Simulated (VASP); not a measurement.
**Se: single point with PBE**

Se:

```
CELL_PARAMETERS angstrom
-1.70345 1.70345 1.70345
1.70345 -1.70345 1.70345
1.70345 1.70345 -1.70345
ATOMIC_POSITIONS crystal
Se 0.00000 0.00000 0.00000
```

This isn't the form of Se at room conditions, which is trigonal, of chains.

| Item | Value |
| --- | --- |
| Program | VASP 6.6.1 |
| Task | single point |
| Functional | PBE |
| Potentials or basis | VASP PAW PBE potentials, release 64 (Se) |
| Cutoff | 520 eV |
| k mesh | 10 × 10 × 10 |
| Occupations | fermi-dirac, width 0.026 eV |
| Spin | collinear spin |
| Starting moments | [3.04] μB |
| Fixed moment | 4 μB |
| Dipole correction | no |
| Further INCAR settings | ALGO = Normal; EDIFF = 1e-07; NBANDS = 13 |

```json
{
  "Pressure": "71.4 GPa",
  "Net moment": "4.00 μB per cell",
  "Site moments": "Se +2.17 μB",
  "Valence electrons inside the program's atomic spheres": "Se 3.62"
}
```

Run time: 34 s on 1 thread of Intel Xeon 8259CL, on a shared host, peak memory 0.15 GiB.

Caveat: the cell stands under pressure; the total moment is fixed, so each spin has its own Fermi level and the state may be an excited one.
